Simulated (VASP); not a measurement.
Input of a VASP 6.6.1 run:

Contents of INCAR:

```
PREC = Accurate
ENCUT = 520
EDIFF = 1E-6
ISMEAR = 0
SIGMA = 0.05
LREAL = False
LASPH = True
NELM = 80
ALGO = Normal
ISIF = 2
LWAVE = False
LCHARG = True
GGA = PE
LELF = True
LVHAR = True
NBANDS = 16
```

File KPOINTS:

```
Automatic mesh
0
Gamma
  6 6 6
```

The input POSCAR:

```
CdTe
1.0
    0.0000000000      3.2050000000      3.2050000000
    3.2050000000      0.0000000000      3.2050000000
    3.2050000000      3.2050000000      0.0000000000
Cd Te
1 1
Direct
    0.0000000000      0.0000000000      0.0000000000
    0.2500000000      0.2500000000      0.2500000000
```

Potentials or basis: VASP PAW PBE potentials, release 64 (Cd, Te).

The run is started by

```sh
$ cat potpaw_PBE.64/Cd/POTCAR potpaw_PBE.64/Te/POTCAR > POTCAR
$ mpirun -np 1 vasp_std > vasp.out
```

Task: Predict the band gap on the k mesh.

Result: 0.87 eV, direct.

Task: What does it give for the pressure?

Result: 4.4 GPa.

Caveat: spin-orbit coupling is left out, which moves the levels of the heavy elements.
